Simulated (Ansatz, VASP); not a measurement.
# Two plane-wave programs on SiC

```
Si C
1.0
     2.95219    0.00000    0.00000
    -1.47609    2.55667    0.00000
     0.00000    0.00000    4.84624
Si C
2 2
Direct
  0.33333 0.66667 0.00460
  0.66667 0.33333 0.50460
  0.33333 0.66667 0.38040
  0.66667 0.33333 0.88040
```

Change from the starting cell: strain -0.040 along x and y, -0.040 along z, atoms carried along.

Alike in both runs: task single point; functional r2SCAN; k mesh 12 × 12 × 6; occupations gaussian, width 0.05 eV; no spin polarisation.

|  | VASP | Ansatz |
| --- | --- | --- |
| version | VASP 6.6.1 | Ansatz 0.2.0 |
| potentials or method | VASP PAW PBE potentials, release 64 (Si, C), cutoff 520 eV | scalar-relativistic, plane waves, PAW |
| valence electrons in the cell | 16 | 16 |

```tsv
	VASP	Ansatz	Ansatz less VASP
gap on the k mesh at the Fermi level (eV)	2.47	2.46	-0.010
least direct gap on the mesh (eV)	4.78	4.77	-0.012
pressure (GPa)	35.0	35.3	+0.32
traceless stress, the component that is largest in VASP (GPa)	-0.73	-0.75	-0.022
rms of the force components (eV/Å)	0.011	0.012	+0.0005
```

VASP's potentials were made for PBE, not for r2SCAN. Atom by atom the forces differ by 0.000 eV/Å (rms over components). Both programs put the cell under a high pressure, so it lies far from rest at this level.
